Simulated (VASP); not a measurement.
# SnTe: single point with LDA

The system is SnTe.

```xyz
2
Lattice="0.0000 3.1165 3.1165 3.1165 0.0000 3.1165 3.1165 3.1165 0.0000" Properties=species:S:1:pos:R:3 pbc="T T T"
Te    3.1165    3.1165    3.1165
Sn    0.0000    0.0000    0.0000
```

```json
{
 "Program": "VASP 6.6.1",
 "Task": "single point",
 "Functional": "LDA",
 "Potentials or basis": "VASP PAW LDA potentials, release 64 (Te, Sn_d)",
 "Cutoff": "520 eV",
 "k mesh": "7 × 7 × 7",
 "Occupations": "fermi-dirac, width 0.05 eV",
 "Spin": "no spin polarisation",
 "Dipole correction": "no",
 "Further INCAR settings": "ALGO = Normal; EDIFF = 1e-06; NBANDS = 17"
}
```

| Property | Result |
| --- | --- |
| Pressure | 0.0 GPa |

Levels at points of the mesh, in eV from the Fermi level:
```
           k point  band 6  band 7  band 8  band 9  band 10  band 11  band 12  band 13  band 14  band 15
(0.00, 0.00, 0.00)  -13.11   -4.70   -2.25   -2.25    -2.25     3.32     3.32     3.32     4.68     4.68
```

It took 10 s on 1 thread of Intel(R) Xeon(R) 6975P-C (Granite Rapids), on a shared host, peak memory 0.17 GiB.

Caveat: this odd mesh misses L, where the gap lies, so gap, dielectric constants and Born charges aren't listed; spin-orbit coupling is left out, which moves the levels of the heavy elements.
